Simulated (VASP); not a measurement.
# BaS (I-4m2) in VASP: single point with r2SCAN

Aim: the single point of BaS with r2SCAN.

All numbers are computed with VASP 6.6.1; they aren't measurements. Logs are shortened: lines on timing, memory, paths and dates and some standing lists are left out, and cuts for length are marked.

### Step 1. The cell of the first run

The structure is tetragonal, space group I-4m2 (No. 119). Conventional cell: a = 5.217 Å, b = 5.217 Å, c = 6.245 Å, α = 90.00°, β = 90.00°, γ = 90.00°. Ba (site symmetry -4m2) has 4 S at 3.04 Å within 4.0 Å. Within 4.0 Å of S (site symmetry -4m2) lie 4 Ba at 3.04 Å.

### Step 2. Single point, r2SCAN (epitaxial xy strain +4.8%)

POSCAR

```
BaS
1.0
    0.0000000000      3.6890474183      3.1226702243
    3.6890474183      0.0000000000      3.1226702243
    3.6890474183      3.6890474183      0.0000000000
Ba S
1 1
Direct
    0.0000000000      0.0000000000      0.0000000000
    0.2500000000      0.2500000000      0.2500000000
```

INCAR.step1

```
SYSTEM = BaS
  PREC = Accurate
  ENCUT = 520
  ISMEAR = 0
  SIGMA = 0.01
  LREAL = .FALSE.
  LASPH = .TRUE.
  NELM = 100
  NBANDS = 15
  GGA = PE
  ALGO = Normal
  EDIFF = 1E-4
  LWAVE = .TRUE.
  LCHARG = .FALSE.
```

INCAR.step2

```
SYSTEM = BaS
  PREC = Accurate
  ENCUT = 520
  EDIFF = 1E-7
  ISMEAR = 0
  SIGMA = 0.01
  LREAL = .FALSE.
  LASPH = .TRUE.
  NELM = 100
  ALGO = Normal
  ISIF = 2
  LWAVE = .FALSE.
  LCHARG = .TRUE.
  METAGGA = R2SCAN
  LMIXTAU = .TRUE.
  LELF = .TRUE.
  LVHAR = .TRUE.
  NBANDS = 15
  ISTART = 1
```

KPOINTS

```
regular mesh
0
G
  6 6 6
  0 0 0
```

Potentials or basis: VASP PAW PBE potentials, release 64 (Ba_sv, S).

The run is started by

```bash
$ cat potpaw_PBE.64/Ba_sv/POTCAR potpaw_PBE.64/S/POTCAR > POTCAR
$ cp INCAR.step1 INCAR
$ mpirun -np 1 vasp_std > vasp.out
$ cp INCAR.step2 INCAR
$ mpirun -np 1 vasp_std > vasp.out
```

OUTCAR:

```text
SYSTEM = BaS
   PREC = Accurate
   ENCUT = 520
   EDIFF = 1E-7
   ISMEAR = 0
   LREAL = .FALSE.
   LASPH = .TRUE.
   NELM = 100
   ISIF = 2
   METAGGA = R2SCAN
   ISTART = 1

 ion  position               nearest neighbor table
   1  0.000  0.000  0.000-   2 3.04   2 3.04   2 3.04   2 3.04
   2  0.250  0.250  0.250-   1 3.04   1 3.04   1 3.04   1 3.04

  LATTYP: Found a body centered tetragonal cell.
 ALAT       =     5.2171008912
 C/A-ratio  =     1.1970902190

  Lattice vectors:

 A1 = (   0.0000000000,  -3.6890474183,  -3.1226702243)
 A2 = (   0.0000000000,   3.6890474183,  -3.1226702243)
 A3 = (   3.6890474183,   0.0000000000,   3.1226702243)

Analysis of symmetry for initial positions (statically):
=====================================================================
 Subroutine PRICEL returns:
 Original cell was already a primitive cell.

 Routine SETGRP: Setting up the symmetry group for a
 body centered tetragonal supercell.

 Subroutine GETGRP returns: Found  8 space group operations
 (whereof  8 operations were pure point group operations)
 out of a pool of 16 trial point group operations.

The static configuration has the point symmetry D_2d.

Analysis of symmetry for dynamics (positions and initial velocities):
=====================================================================
 Subroutine PRICEL returns:
 Original cell was already a primitive cell.

 Routine SETGRP: Setting up the symmetry group for a
 body centered tetragonal supercell.

 Subroutine GETGRP returns: Found  8 space group operations
 (whereof  8 operations were pure point group operations)
 out of a pool of 16 trial point group operations.

The dynamic configuration has the point symmetry D_2d.

 Subroutine INISYM returns: Found  8 space group operations
 (whereof  8 operations are pure point group operations),
 and found     1 'primitive' translations

----------------------------------------------------------------------------------------

                                     Primitive cell

  volume of cell :      84.9933

  direct lattice vectors                    reciprocal lattice vectors
     0.000000000  3.689047418  3.122670224    -0.135536344  0.135536344  0.160119374
     3.689047418  0.000000000  3.122670224     0.135536344 -0.135536344  0.160119374
     3.689047418  3.689047418  0.000000000     0.135536344  0.135536344 -0.160119374

  length of vectors
     4.833232892  4.833232892  5.217100891     0.249756711  0.249756711  0.249756711

  position of ions in fractional coordinates (direct lattice)
     0.000000000  0.000000000  0.000000000
     0.250000000  0.250000000  0.250000000

  ion indices of the primitive-cell ions
   primitive index   ion index
                 1           1
                 2           2

----------------------------------------------------------------------------------------

 KPOINTS: regular mesh

Automatic generation of k-mesh.
 Grid dimensions read from file:
 generate k-points for:    6    6    6

 Generating k-lattice:

  Cartesian coordinates                     Fractional coordinates (reciprocal lattice)
    -0.022589391  0.022589391  0.026686562     0.166666667  0.000000000  0.000000000
     0.022589391 -0.022589391  0.026686562     0.000000000  0.166666667  0.000000000
     0.022589391  0.022589391 -0.026686562     0.000000000  0.000000000  0.166666667

  Length of vectors
     0.041626119  0.041626119  0.041626119

  Shift w.r.t. Gamma in fractional coordinates (k-lattice)
     0.000000000  0.000000000  0.000000000

 Subroutine IBZKPT returns following result:
 ===========================================

 Found     30 irreducible k-points:

 Following reciprocal coordinates:
            Coordinates               Weight
  0.000000  0.000000  0.000000      1.000000
  0.166667  0.000000  0.000000      8.000000
  0.333333  0.000000  0.000000      8.000000
  0.500000 -0.000000  0.000000      4.000000
  0.166667  0.166667  0.000000      2.000000
  0.333333  0.166667  0.000000      8.000000
[... 16 lines left out ...]
  0.333333  0.000000  0.333333      4.000000
  0.500000 -0.000000  0.333333     16.000000
 [... further k-points ...]
   k-points           NKPTS =     30   k-points in BZ     NKDIM =     30   number of bands    NBANDS=     15
   number of dos      NEDOS =    301   number of ions     NIONS =      2
   total plane-waves  NPLWV =  51840
   dimension x,y,z NGX =    36 NGY =   36 NGZ =   40
   dimension x,y,z NGXF=    72 NGYF=   72 NGZF=   80
   ions per type =               1   1
   NGX,Y,Z   is equivalent  to a cutoff of  12.38, 12.38, 12.75 a.u.
   NGXF,Y,Z  is equivalent  to a cutoff of  24.77, 24.77, 25.49 a.u.
 SYSTEM =  BaS
   PREC   = accura    normal or accurate (medium, high low for compatibility)
   ISTART =      1    job   : 0-new  1-cont  2-samecut
   ICHARG =      0    charge: 1-file 2-atom 10-const
   ISPIN  =      1    spin polarized calculation?
   LNONCOLLINEAR =      F non collinear calculations
   LSORBIT =      F    spin-orbit coupling
   LASPH  =      T    aspherical Exc in radial PAW
   ENCUT  =  520.0 eV  38.22 Ry    6.18 a.u.   8.99  8.99  9.70*2*pi/ulx,y,z
   NELM   =    100;   NELMIN=  2; NELMDL=  0     # of ELM steps
   EDIFF  = 0.1E-06   stopping-criterion for ELM
   LREAL  =      F    real-space projection
   EDIFFG = 0.1E-05   stopping-criterion for IOM
   NSW    =      0    number of steps for IOM
   IBRION =     -1    ionic relax: 0-MD 1-quasi-New 2-CG
   NFREE  =      0    steps in history (QN), initial steepest desc. (CG)
   ISIF   =      2    stress and relaxation
   ISYM   =      2    0-nonsym 1-usesym 2-fastsym
   POTIM  = 0.5000    time-step for ionic-motion
   TEBEG  =    0.0;   TEEND  =   0.0 temperature during run
   PSTRESS=    0.0 pullay stress
   NELECT =      16.0000    total number of electrons
   NUPDOWN=      -1.0000    fix difference up-down
   EMIN   =  10.00;   EMAX   =-10.00  energy-range for DOS
   EFERMI =   0.00;   METHOD = LEGACY
   ISMEAR =     0;   SIGMA  =   0.01  broadening in eV -4-tet -1-fermi 0-gaus
   EFERMI_NEDOS =   21; number of points for ismear=-14 and -15
   IALGO  =     38    algorithm
   IMIX   =      4    mixing-type and parameters
     AMIX     =   0.40;   BMIX     =  1.00
     AMIX_MAG =   1.60;   BMIX_MAG =  1.00
  volume/ion in A,a.u.               =      42.50       286.78
  Fermi-wavevector in a.u.,A,eV,Ry     =   0.938253  1.773041 11.977463  0.880319
  Thomas-Fermi vector in A             =   2.065446
   LORBIT       =      0    0 simple, 1 ext, 2 COOP (PROOUT), +10 PAW based schemes
   METAGGA = R2SCAN    functional components
   LHFCALC =     F    Hartree Fock is set to
   AEXX    =    0.0000 exact exchange contribution
   IVDW    =     0    specifies the selected vdW correction
   LEPSILON=     F    determine dielectric tensor
   LRPA    =     F    only Hartree local field effects (RPA)
 non-spin polarized calculation
 Gauss-broadening in eV      SIGMA  =   0.01
  energy-cutoff  :      520.00
  volume of cell :       84.99
 maximum number of plane-waves:      2304
   NGX = 17   NGY = 17   NGZ = 19

 number of electron      15.9999999 magnetization

 Free energy of the ion-electron system (eV)
  ---------------------------------------------------
  ext. energy  EPLUGINS =         0.00000000
  ---------------------------------------------------
  free energy    TOTEN  =       -38.61446041 eV

  energy without entropy =      -38.61446041  energy(sigma->0) =      -38.61446041

 E-fermi :  -0.1805     XC(G=0):  -7.7250

 val. band max:       -0.2324978863   @ k =   0.5000   0.0000   0.5000
 cond. band min:       2.8122454757   @ k =   0.0000   0.0000   0.0000
 fundamental gap:      3.0447433620
 Fermi energy:        -0.1804503979

 k-point     1 :       0.0000    0.0000    0.0000
  band No.  band energies     occupation
      1     -27.1271      2.00000
      2     -11.9042      2.00000
      3     -11.8686      2.00000
      4     -11.8686      2.00000
      5     -10.6882      2.00000
      6      -0.9692      2.00000
      7      -0.9692      2.00000
      8      -0.9163      2.00000
      9       2.8122      0.00000
     10       4.6618      0.00000
     11       5.7337      0.00000
     12       6.7470      0.00000
     13       6.7470      0.00000
     14       7.9964      0.00000
     15       9.9237      0.00000

 k-point     2 :       0.1667    0.0000    0.0000
  band No.  band energies     occupation
      1     -27.1225      2.00000
      2     -12.1286      2.00000
      3     -11.8979      2.00000
      4     -11.8859      2.00000
      5     -10.4327      2.00000
      6      -1.0811      2.00000
      7      -0.9218      2.00000
      8      -0.8162      2.00000
      9       3.4042      0.00000
     10       4.6142      0.00000
     11       5.3864      0.00000
     12       6.7824      0.00000
     13       7.2241      0.00000
     14       7.8275      0.00000
     15       9.1111      0.00000

 k-point     3 :       0.3333    0.0000    0.0000
  band No.  band energies     occupation
      1     -27.1135      2.00000
      2     -12.4689      2.00000
      3     -11.9202      2.00000
      4     -11.9102      2.00000
      5     -10.0863      2.00000
      6      -1.0715      2.00000
      7      -0.8448      2.00000
      8      -0.6714      2.00000
      9       4.2916      0.00000
     10       4.8822      0.00000
     11       5.2923      0.00000
     12       6.1272      0.00000
     13       7.4351      0.00000
     14       7.4814      0.00000
     15       8.0415      0.00000
[... 343 lines left out ...]
 k-point    23 :       0.3333    0.0000    0.3333
  band No.  band energies     occupation
      1     -27.1109      2.00000
      2     -12.5869      2.00000
      3     -11.9937      2.00000
      4     -11.9058      2.00000
      5      -9.8520      2.00000
      6      -1.3867      2.00000
      7      -0.6460      2.00000
      8      -0.3116      2.00000
      9       3.4283      0.00000
     10       4.6296      0.00000
     11       6.2688      0.00000
     12       6.3932      0.00000
     13       6.7379      0.00000
     14       7.4804      0.00000
     15       9.8383      0.00000

 k-point    24 :       0.5000   -0.0000    0.3333
  band No.  band energies     occupation
      1     -27.1063      2.00000
      2     -12.6852      2.00000
      3     -12.0257      2.00000
      4     -11.9315      2.00000
      5      -9.7173      2.00000
      6      -1.3058      2.00000
      7      -0.5350      2.00000
      8      -0.3153      2.00000
      9       3.4321      0.00000
     10       4.4753      0.00000
     11       6.0447      0.00000
     12       6.6912      0.00000
     13       7.2699      0.00000
     14       7.6546      0.00000
     15       9.6874      0.00000

 [... further k-points ...]

------------------------ aborting loop because EDIFF is reached ----------------------------------------

  FORCE on cell =-STRESS in cart. coord.  units (eV):
  Direction    XX          YY          ZZ          XY          YZ          ZX
  --------------------------------------------------------------------------------------
  -------------------------------------------------------------------------------------
  Total        0.4183737      0.4183737      0.1949321      0.0000000      0.0000000      0.0000000
  in kB        7.8866096      7.8866096      3.6745937      0.0000000      0.0000000      0.0000000
  external PRESSURE =       6.4826043 kB  Pullay stress =       0.0000000 kB

 VOLUME and BASIS-vectors are now :
 -----------------------------------------------------------------------------
  energy-cutoff  :      520.00
  volume of cell :       84.99
      direct lattice vectors                 reciprocal lattice vectors
     0.000000000  3.689047418  3.122670224    -0.135536344  0.135536344  0.160119374
     3.689047418  0.000000000  3.122670224     0.135536344 -0.135536344  0.160119374
     3.689047418  3.689047418  0.000000000     0.135536344  0.135536344 -0.160119374

 POSITION                                       TOTAL-FORCE (eV/Angst)
 -----------------------------------------------------------------------------------
      0.00000      0.00000      0.00000         0.000000      0.000000      0.000000
      1.84452      1.84452      1.56134        -0.000000     -0.000000     -0.000000
 -----------------------------------------------------------------------------------
    total drift:                               -0.000002     -0.000002     -0.000000

  FREE ENERGIE OF THE ION-ELECTRON SYSTEM (eV)
  ---------------------------------------------------
  free  energy   TOTEN  =       -38.6144604150 eV

  energy  without entropy=      -38.6144604150  energy(sigma->0) =      -38.61446041
```

It took 2.1 min on 1 thread of Intel Xeon Platinum 8375C at 2.90GHz (Ice Lake), shared host; peak memory 0.24 GiB.

What came out:

* Free energy: -38.6145 eV
* Pressure: 0.6 GPa
* Band gap on the k mesh: 3.04 eV (least direct gap 3.55 eV)

Levels at points of the mesh, in eV from the valence-band top:
```
           k point  band 4  band 5  band 6  band 7  band 8  band 9  band 10  band 11  band 12  band 13
(0.00, 0.00, 0.00)  -11.64  -10.46   -0.74   -0.74   -0.68    3.04     4.89     5.97     6.98     6.98
(0.50, 0.00, 0.00)  -11.68   -9.72   -0.71   -0.58   -0.42    4.77     5.53     5.66     5.91     6.98
(0.50, 0.50, 0.00)  -11.79   -9.70   -1.12   -0.14   -0.14    3.99     5.01     6.86     6.86     6.93
(0.50, 0.00, 0.50)  -11.69   -9.43   -1.22   -0.16    0.00    3.55     4.63     6.77     6.80     7.04
```

Caveat: the cell differs from its parent crystal (epitaxial xy strain +4.8%); the PAW data sets were made with another functional, which shifts forces and pressure a little; spin-orbit coupling is left out, which moves the levels of the heavy elements. A k mesh can miss the band edges.
